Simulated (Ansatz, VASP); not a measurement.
## GaP: VASP beside Ansatz

```
Ga P
1.0
     0.00000    2.72525    2.72525
     2.72525    0.00000    2.72525
     2.72525    2.72525    0.00000
Ga P
1 1
Direct
  0.00000 0.00000 0.00000
  0.75000 0.75000 0.75000
```

Alike in both runs: task single point; functional r2SCAN-based global hybrid with a share of 0.1 of exact exchange; k mesh 5 × 5 × 5; occupations fermi-dirac, width 0.05 eV; no spin polarisation.

|  | VASP | Ansatz |
| --- | --- | --- |
| version | VASP 6.6.1 | Ansatz 0.2.0 |
| potentials or method | VASP PAW PBE potentials, release 64 (Ga_d, P) | Ansatz PAW |
| plane-wave cutoff (eV) | 520 | 500 |
| valence electrons in the cell | 18 | 18 |

|  | VASP | Ansatz | Ansatz less VASP |
| --- | --- | --- | --- |
| gap on the k mesh at the Fermi level (eV) | 2.36 | 2.34 | -0.019 |
| least direct gap on the mesh (eV) | 2.91 | 2.92 | +0.007 |
| pressure (GPa) | -0.3 | -0.2 | +0.08 |

VASP's potentials were made for PBE, not for r2SCAN-based global hybrid.

Noted on Ansatz's run: odd divisions of the mesh miss points on the zone boundary, where band edges often lie, so the gap on the mesh can be too wide.
